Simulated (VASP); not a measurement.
BaTiO3, 5 atoms in the cell. Symmetry: P4/mmm, No. 123, tetragonal system. Conventional cell: a = 3.939 Å, b = 3.939 Å, c = 4.082 Å, α = 90.00°, β = 90.00°, γ = 90.00°. Ba (site symmetry 4/mmm) has 12 O at 2.79 to 2.84 Å and 8 Ti at 3.45 Å within 3.7 Å. Ti (site symmetry 4/mmm) has 6 O at 1.97 to 2.04 Å within 2.6 Å. O (site symmetry mmm) has 2 Ti at 1.97 Å within 2.6 Å. O (site symmetry 4/mmm) has 2 Ti at 2.04 Å within 2.7 Å. 

```yaml
Program: VASP 6.6.1
Task: single point
Functional: PBE
Potentials_or_basis: VASP PAW PBE potentials, release 64 (Ba_sv, Ti_sv, O)
Cutoff: 520 eV
k_mesh: 8 × 8 × 8
Occupations: gaussian, width 0.02 eV
Spin: no spin polarisation
Dipole_correction: no
Further_INCAR_settings: ALGO = Normal; EDIFF = 1e-06; NBANDS = 28
```

Potentials or basis: VASP PAW PBE potentials, release 64 (Ba_sv, Ti_sv, O).

Launch:

```sh
$ cat potpaw_PBE.64/Ba_sv/POTCAR potpaw_PBE.64/Ti_sv/POTCAR potpaw_PBE.64/O/POTCAR > POTCAR
$ mpirun -np 1 vasp_std > vasp.out
```

Hardware: 1 thread of Intel(R) Xeon(R) Platinum 8375C CPU @ 2.90GHz (Ice Lake), with other jobs on the host.

**Question.** How long does it take, and how much memory?

**Answer.** Run time: 2.6 min on 1 thread of Intel(R) Xeon(R) Platinum 8375C CPU @ 2.90GHz (Ice Lake), on a shared host, peak memory 0.26 GiB. Counts: scf iterations 15, k points 75.
